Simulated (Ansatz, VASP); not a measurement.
# CoO: VASP beside Ansatz

File INCAR:

```
PREC = Accurate
ENCUT = 520
EDIFF = 1E-6
ISMEAR = 0
SIGMA = 0.05
LREAL = F
LASPH = T
NELM = 80
ALGO = Normal
ISIF = 2
LWAVE = F
LCHARG = F
GGA = PE
NBANDS = 14
```

KPOINTS

```
Automatic mesh
0
Gamma
  14 14 14
```

POSCAR

```
CoO
1.0
    0.0000000000      2.0778836373      2.0778836373
    2.0778836373      0.0000000000      2.0778836373
    2.0778836373      2.0778836373      0.0000000000
Co O
1 1
Direct
    0.0000000000      0.0000000000      0.0000000000
    0.5000000000      0.5000000000      0.5000000000
```

Input for Ansatz:

```yaml
crystal:
  lattice:
    - [0.0, 2.0778836373, 2.0778836373]
    - [2.0778836373, 0.0, 2.0778836373]
    - [2.0778836373, 2.0778836373, 0.0]
  atoms:
    - { symbol: Co, position: [0.0, 0.0, 0.0] }
    - { symbol: O, position: [0.5, 0.5, 0.5] }
basis:
  ecutwfc: 420
  ecutrho_ratio: 4
kpoints:
  mp_grid: { grid: [14, 14, 14] }
hamiltonian:
  xc: pbe
scf:
  occupations: { method: gaussian, width: 0.05 }
output:
  forces: true
  stress: true
  eigenvalues: true
```

Alike in both runs: task single point; functional PBE; k mesh 14 × 14 × 14; occupations gaussian, width 0.05 eV; no spin polarisation.

|  | VASP | Ansatz |
| --- | --- | --- |
| version | VASP 6.6.1 | Ansatz 0.2.0 |
| potentials or method | VASP PAW PBE potentials, release 64 (Co, O), cutoff 520 eV | scalar-relativistic, plane waves, PAW |
| valence electrons in the cell | 15 | 23 |

|  | VASP | Ansatz | Ansatz less VASP |
| --- | --- | --- | --- |
| gap on the k mesh at the Fermi level (eV) | none | none | - |
| pressure (GPa) | -7.9 | -8.0 | -0.09 |

A gap of «none» marks a metal or a gap that the smearing closes. VASP's potentials hold 15 valence electrons a cell and Ansatz's 23, so a difference there can come from the potentials and not from the codes.
